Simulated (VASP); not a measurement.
Crystal: Al4Te.

```
Al Te
1.0
     3.58868    0.00000    0.00000
     0.00000    3.58868    0.00000
     0.00000    0.00000    8.61242
Al Te
4 1
Direct
  0.00000 0.00000 0.34593
  0.00000 0.00000 0.65407
  0.50000 0.50000 0.20940
  0.50000 0.50000 0.79060
  0.00000 0.00000 0.00000
```

```yaml
Program: VASP 6.6.1
Task: relaxation of cell and atoms
Functional: PBE
Potentials_or_basis: VASP PAW PBE potentials, release 64 (Al, Te)
Cutoff: 600 eV
k_mesh: 10 × 10 × 6
Occupations: gaussian, width 0.1 eV
Spin: no spin polarisation
```

At the start: pressure 0.0 GPa; volume 22.18 Å³/atom.

Task: How do energy, volume and symmetry change on relaxing?

Result: Over 20 steps the energy falls by 10.0 meV/atom and the volume is 21.60 Å³/atom (-2.6 %); space group P4/mmm (No. 123, to 0.05 Å).

Step by step:
| step | energy change (eV) | largest force (eV/Å) | pressure (GPa) | volume (Å³) |
| --- | --- | --- | --- | --- |
| 1 | 0.0000 | 0.1357 | 0.04 | 110.92 |
| 2 | -0.0045 | 0.0994 | -0.07 | 111.01 |
| 3 | -0.0124 | 0.0612 | -0.43 | 111.27 |
| 4 | -0.0245 | 0.0590 | -1.15 | 111.72 |
| 5 | -0.0080 | 0.3126 | -2.11 | 112.34 |
| 6 | -0.0266 | 0.1357 | -1.41 | 111.89 |
| 7 | -0.0288 | 0.1335 | -1.36 | 111.70 |
| 8 | -0.0346 | 0.1268 | -1.20 | 111.11 |
| 9 | -0.0434 | 0.1210 | -0.84 | 109.93 |
| 10 | -0.0359 | 0.1516 | -0.03 | 107.50 |
| 11 | -0.0456 | 0.1288 | -0.63 | 109.27 |
| 12 | -0.0458 | 0.1301 | -0.58 | 109.08 |
| 13 | -0.0473 | 0.1080 | -0.46 | 108.88 |
| 14 | -0.0493 | 0.0430 | -0.08 | 108.31 |
| 15 | -0.0493 | 0.0367 | -0.05 | 108.26 |
| 16 | -0.0494 | 0.0276 | -0.04 | 108.24 |
| 17 | -0.0497 | 0.0203 | -0.02 | 108.17 |
| 18 | -0.0497 | 0.0191 | -0.02 | 108.15 |
| 19 | -0.0497 | 0.0161 | -0.01 | 108.12 |
| 20 | -0.0498 | 0.0065 | 0.04 | 108.02 |

Final structure:
```
CELL_PARAMETERS angstrom
3.42255 0.00000 0.00000
0.00000 3.42255 0.00000
0.00000 0.00000 9.22190
ATOMIC_POSITIONS crystal
Al 0.00000 0.00000 0.35749
Al 0.00000 0.00000 0.64251
Al 0.50000 0.50000 0.20060
Al 0.50000 0.50000 0.79940
Te 0.00000 0.00000 0.00000
```
